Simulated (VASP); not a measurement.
# Al4Co (Im-3m) in VASP: relaxation of cell and atoms with PBE

Aim: the relaxation of cell and atoms of Al4Co with PBE.

Everything below comes from runs of VASP 6.6.1. Logs are shortened: lines on timing, memory, paths and dates and some standing lists are left out, and cuts for length are marked.

**1. The cell of the first run**

The structure is cubic, space group Im-3m (No. 229). The conventional cell has a = 5.569 Å, b = 5.569 Å, c = 5.569 Å, α = 90.00°, β = 90.00°, γ = 90.00°. Within 3.2 Å of Al (site symmetry -3m) lie 2 Co at 2.41 Å and 6 Al at 2.78 Å. Co (site symmetry m-3m) has 8 Al at 2.41 Å within 3.2 Å.

The cell was generated, and may not be a known phase.

**2. Relaxation of cell and atoms, PBE, collinear spin, ferromagnetic start**

Contents of INCAR:

```
PREC = Accurate
ENCUT = 600
EDIFF = 1E-6
ISMEAR = 0
SIGMA = 0.1
LREAL = F
LASPH = T
NELM = 150
ALGO = Normal
ISIF = 3
LWAVE = F
LCHARG = F
ISPIN = 2
MAGMOM = 0 0 0 0 0.68
LORBIT = 11
LMAXMIX = 4
GGA = PE
IBRION = 2
NSW = 100
EDIFFG = -0.01
```

Contents of KPOINTS:

```
Automatic mesh
0
Gamma
  8 8 8
```

Contents of POSCAR:

```
Al4Co
1.0
   -2.7845770943      2.7845770943      2.7845770943
    2.7845770943     -2.7845770943      2.7845770943
    2.7845770943      2.7845770943     -2.7845770943
Al Co
4 1
Direct
    0.5000000000      0.5000000000      0.5000000000
    0.0000000000      0.0000000000      0.5000000000
    0.0000000000      0.5000000000      0.0000000000
    0.5000000000      0.0000000000      0.0000000000
    0.0000000000      0.0000000000      0.0000000000
```

Potentials or basis: VASP PAW PBE potentials, release 64 (Al, Co).

Started as:

```console
$ cat potpaw_PBE.64/Al/POTCAR potpaw_PBE.64/Co/POTCAR > POTCAR
$ mpirun -np 1 vasp_std > vasp.out
```

OUTCAR:

```text
PREC = Accurate
   ENCUT = 600
   EDIFF = 1E-6
   ISMEAR = 0
   LREAL = F
   LASPH = T
   NELM = 150
   ISIF = 3
   ISPIN = 2
   LORBIT = 11
   GGA = PE
   IBRION = 2
   NSW = 100
   EDIFFG = -0.01

 ion  position               nearest neighbor table
   1  0.500  0.500  0.500-   5 2.41   5 2.41   4 2.78   2 2.78   4 2.78   3 2.78   2 2.78   3 2.78

   2  0.000  0.000  0.500-   5 2.41   5 2.41   4 2.78   1 2.78   3 2.78   3 2.78   4 2.78   1 2.78

   3  0.000  0.500  0.000-   5 2.41   5 2.41   4 2.78   1 2.78   2 2.78   2 2.78   1 2.78   4 2.78

   4  0.500  0.000  0.000-   5 2.41   5 2.41   3 2.78   1 2.78   1 2.78   2 2.78   2 2.78   3 2.78

   5  0.000  0.000  0.000-   1 2.41   2 2.41   3 2.41   4 2.41   2 2.41   3 2.41   4 2.41   1 2.41

  LATTYP: Found a body centered cubic cell.
 ALAT       =     5.5691541886

  Lattice vectors:

 A1 = (  -2.7845770943,   2.7845770943,   2.7845770943)
 A2 = (   2.7845770943,  -2.7845770943,   2.7845770943)
 A3 = (   2.7845770943,   2.7845770943,  -2.7845770943)

Analysis of symmetry for initial positions (statically):
=====================================================================
 Subroutine PRICEL returns:
 Original cell was already a primitive cell.

 Routine SETGRP: Setting up the symmetry group for a
 body centered cubic supercell.

 Subroutine GETGRP returns: Found 48 space group operations
 (whereof 48 operations were pure point group operations)
 out of a pool of 48 trial point group operations.

The static configuration has the point symmetry O_h .

Analysis of symmetry for dynamics (positions and initial velocities):
=====================================================================
 Subroutine PRICEL returns:
 Original cell was already a primitive cell.

 Routine SETGRP: Setting up the symmetry group for a
 body centered cubic supercell.

 Subroutine GETGRP returns: Found 48 space group operations
 (whereof 48 operations were pure point group operations)
 out of a pool of 48 trial point group operations.

The dynamic configuration has the point symmetry O_h .

Analysis of structural, dynamic, and magnetic symmetry:
=====================================================================
 Subroutine PRICEL returns:
 Original cell was already a primitive cell.

 Routine SETGRP: Setting up the symmetry group for a
 body centered cubic supercell.

 Subroutine GETGRP returns: Found 48 space group operations
 (whereof 48 operations were pure point group operations)
 out of a pool of 48 trial point group operations.

The overall configuration has the point symmetry O_h .

 Subroutine INISYM returns: Found 48 space group operations
 (whereof 48 operations are pure point group operations),
 and found     1 'primitive' translations

----------------------------------------------------------------------------------------

                                     Primitive cell

  volume of cell :      86.3650

  direct lattice vectors                    reciprocal lattice vectors
    -2.784577094  2.784577094  2.784577094     0.000000000  0.179560480  0.179560480
     2.784577094 -2.784577094  2.784577094     0.179560480  0.000000000  0.179560480
     2.784577094  2.784577094 -2.784577094     0.179560480  0.179560480  0.000000000

  length of vectors
     4.823029005  4.823029005  4.823029005     0.253936866  0.253936866  0.253936866

  position of ions in fractional coordinates (direct lattice)
     0.500000000  0.500000000  0.500000000
     0.000000000  0.000000000  0.500000000
     0.000000000  0.500000000  0.000000000
     0.500000000  0.000000000  0.000000000
     0.000000000  0.000000000  0.000000000

  ion indices of the primitive-cell ions
   primitive index   ion index
                 1           1
                 2           2
                 3           3
                 4           4
                 5           5

----------------------------------------------------------------------------------------

 KPOINTS: Automatic mesh

Automatic generation of k-mesh.
 Grid dimensions read from file:
 generate k-points for:    8    8    8

 Generating k-lattice:

  Cartesian coordinates                     Fractional coordinates (reciprocal lattice)
     0.000000000  0.022445060  0.022445060     0.125000000  0.000000000  0.000000000
     0.022445060  0.000000000  0.022445060     0.000000000  0.125000000  0.000000000
     0.022445060  0.022445060  0.000000000     0.000000000  0.000000000  0.125000000

  Length of vectors
     0.031742108  0.031742108  0.031742108

  Shift w.r.t. Gamma in fractional coordinates (k-lattice)
     0.000000000  0.000000000  0.000000000

 Subroutine IBZKPT returns following result:
 ===========================================
[... 87 lines left out ...]
--------------------------------------- Ionic step        1  -------------------------------------------

 number of electron      21.0000005 magnetization       0.4550882

 Free energy of the ion-electron system (eV)
  ---------------------------------------------------
  ext. energy  EPLUGINS =         0.00000000
  ---------------------------------------------------
  free energy    TOTEN  =       -22.49805565 eV

  energy without entropy =      -22.47524666  energy(sigma->0) =      -22.48665116

------------------------ aborting loop because EDIFF is reached ----------------------------------------

  FORCE on cell =-STRESS in cart. coord.  units (eV):
  Direction    XX          YY          ZZ          XY          YZ          ZX
  --------------------------------------------------------------------------------------
  -------------------------------------------------------------------------------------
  Total       -0.0556703     -0.0556703     -0.0556703     -0.0000000     -0.0000000     -0.0000000
  in kB       -1.0327531     -1.0327531     -1.0327531     -0.0000000     -0.0000000     -0.0000000
  external PRESSURE =      -1.0327531 kB  Pullay stress =       0.0000000 kB

 VOLUME and BASIS-vectors are now :
 -----------------------------------------------------------------------------
  energy-cutoff  :      600.00
  volume of cell :       86.36
      direct lattice vectors                 reciprocal lattice vectors
    -2.784577094  2.784577094  2.784577094     0.000000000  0.179560480  0.179560480
     2.784577094 -2.784577094  2.784577094     0.179560480  0.000000000  0.179560480
     2.784577094  2.784577094 -2.784577094     0.179560480  0.179560480  0.000000000

 POSITION                                       TOTAL-FORCE (eV/Angst)
 -----------------------------------------------------------------------------------
      1.39229      1.39229      1.39229        -0.000000      0.000000     -0.000000
      1.39229      1.39229     -1.39229         0.000000     -0.000000     -0.000000
      1.39229     -1.39229      1.39229         0.000000      0.000000      0.000000
     -1.39229      1.39229      1.39229        -0.000000     -0.000000      0.000000
      0.00000      0.00000      0.00000        -0.000000     -0.000000     -0.000000
 -----------------------------------------------------------------------------------
    total drift:                               -0.000000      0.000000      0.000000

  FREE ENERGIE OF THE ION-ELECTRON SYSTEM (eV)
  ---------------------------------------------------
  free  energy   TOTEN  =       -22.4980556544 eV

  energy  without entropy=      -22.4752466574  energy(sigma->0) =      -22.48665116

--------------------------------------- Ionic step        2  -------------------------------------------

 number of electron      21.0000005 magnetization       0.4545581

 Free energy of the ion-electron system (eV)
  ---------------------------------------------------
  ext. energy  EPLUGINS =         0.00000000
  ---------------------------------------------------
  free energy    TOTEN  =       -22.49807461 eV

  energy without entropy =      -22.47526685  energy(sigma->0) =      -22.48667073

 E-fermi :   6.7667     XC(G=0): -10.0464

 val. band max:        6.7584177770   @ k =  -0.2500   0.2500   0.1250
 cond. band min:       6.7764327422   @ k =  -0.3750  -0.3750   0.1250
 fundamental gap:      0.0180149652
 Fermi energy:         6.7666885841

 spin component 1

 k-point     1 :       0.0000    0.0000    0.0000
  band No.  band energies     occupation
      1      -3.1419      1.00000
      2       3.4089      1.00000
      3       3.4089      1.00000
      4       3.4089      1.00000
      5       4.7452      1.00000
      6       4.7452      1.00000
      7       5.1233      1.00000
      8       5.1233      1.00000
      9       5.1233      1.00000
     10       6.0117      1.00000
     11       6.0117      1.00000
     12       6.0117      1.00000
     13       7.9272      0.00000
     14       8.0877      0.00000
[... 379 lines left out ...]
      3       1.6605      1.00000
      4       2.5507      1.00000
      5       3.1855      1.00000
      6       3.9592      1.00000
      7       4.3072      1.00000
      8       4.3706      1.00000
      9       4.5042      1.00000
     10       6.0676      1.00000
     11       6.9708      0.00195
     12       7.6286      0.00000
     13       7.6842      0.00000
     14       9.5647      0.00000

 [... further k-points ...]

 spin component 2

 k-point     1 :       0.0000    0.0000    0.0000
  band No.  band energies     occupation
      1      -3.0867      1.00000
      2       3.5622      1.00000
      3       3.5622      1.00000
      4       3.5622      1.00000
      5       4.9071      1.00000
      6       4.9071      1.00000
      7       5.1337      1.00000
      8       5.1337      1.00000
      9       5.1337      1.00000
     10       6.1258      1.00000
     11       6.1258      1.00000
     12       6.1258      1.00000
     13       8.0235      0.00000
     14       8.2749      0.00000
[... 379 lines left out ...]
      3       1.7187      1.00000
      4       2.6138      1.00000
      5       3.2782      1.00000
      6       4.1357      1.00000
      7       4.4645      1.00000
      8       4.5744      1.00000
      9       4.6454      1.00000
     10       6.2597      1.00000
     11       7.1178      0.00000
     12       7.7858      0.00000
     13       7.8190      0.00000
     14       9.6847      0.00000

 [... further k-points ...]

------------------------ aborting loop because EDIFF is reached ----------------------------------------

  FORCE on cell =-STRESS in cart. coord.  units (eV):
  Direction    XX          YY          ZZ          XY          YZ          ZX
  --------------------------------------------------------------------------------------
  -------------------------------------------------------------------------------------
  Total        0.0365021      0.0365021      0.0365021      0.0000000      0.0000000      0.0000000
  in kB        0.6782514      0.6782514      0.6782514      0.0000000      0.0000000      0.0000000
  external PRESSURE =       0.6782514 kB  Pullay stress =       0.0000000 kB

 VOLUME and BASIS-vectors are now :
 -----------------------------------------------------------------------------
  energy-cutoff  :      600.00
  volume of cell :       86.23
      direct lattice vectors                 reciprocal lattice vectors
    -2.783081396  2.783081396  2.783081396     0.000000000  0.179656980  0.179656980
     2.783081396 -2.783081396  2.783081396     0.179656980  0.000000000  0.179656980
     2.783081396  2.783081396 -2.783081396     0.179656980  0.179656980  0.000000000

 POSITION                                       TOTAL-FORCE (eV/Angst)
 -----------------------------------------------------------------------------------
      1.39154      1.39154      1.39154         0.000000     -0.000000     -0.000000
      1.39154      1.39154      4.17462         0.000000      0.000000     -0.000000
      1.39154     -1.39154      1.39154         0.000000     -0.000000      0.000000
      1.39154      4.17462     -1.39154         0.000000      0.000000      0.000000
      2.78308      2.78308      2.78308        -0.000000     -0.000000      0.000000
 -----------------------------------------------------------------------------------
    total drift:                               -0.000000     -0.000000      0.000000

  FREE ENERGIE OF THE ION-ELECTRON SYSTEM (eV)
  ---------------------------------------------------
  free  energy   TOTEN  =       -22.4980746106 eV

  energy  without entropy=      -22.4752668541  energy(sigma->0) =      -22.48667073

 reached required accuracy - stopping structural energy minimisation

 total charge

# of ion       s       p       d       tot
------------------------------------------
    1        0.436   0.363   0.000   0.799
    2        0.436   0.363   0.000   0.799
    3        0.436   0.363   0.000   0.799
    4        0.436   0.363   0.000   0.799
    5        0.482   0.551   7.517   8.551
--------------------------------------------------
tot          2.227   2.002   7.517  11.746

 magnetization (x)

# of ion       s       p       d       tot
------------------------------------------
    1        0.001   0.007   0.000   0.008
    2        0.001   0.007   0.000   0.008
    3        0.001   0.007   0.000   0.008
    4        0.001   0.007   0.000   0.008
    5        0.009   0.000   0.252   0.262
--------------------------------------------------
tot          0.015   0.027   0.252   0.294
```

It took 5.2 min on 1 thread of Intel Xeon 8259CL, shared host; peak memory 0.33 GiB.

Results:

```
Free energy                                           : -22.4981 eV
Relaxed volume                                        : 17.25 Å³/atom
Relaxed cell                                          : a = 4.820 Å, b = 4.820 Å, c = 4.820 Å, α = 109.47°, β = 109.47°, γ = 109.47°
Space group after relaxing (to 0.1 Å)                 : Im-3m (No. 229)
Energy gained by relaxing                             : 0.0 meV/atom
Ionic steps                                           : 2
Pressure after relaxing                               : 0.1 GPa
Net moment                                            : 0.45 μB per cell
Site moments                                          : Al +0.01; Co +0.26 μB
Valence electrons inside the program's atomic spheres : Al 0.80; Co 8.55
```

Final structure:
```
Al Co
1.0
    -2.78308    2.78308    2.78308
     2.78308   -2.78308    2.78308
     2.78308    2.78308   -2.78308
Al Co
4 1
Direct
  0.50000 0.50000 0.50000
  0.00000 0.00000 0.50000
  0.00000 0.50000 0.00000
  0.50000 0.00000 0.00000
  0.00000 0.00000 0.00000
```
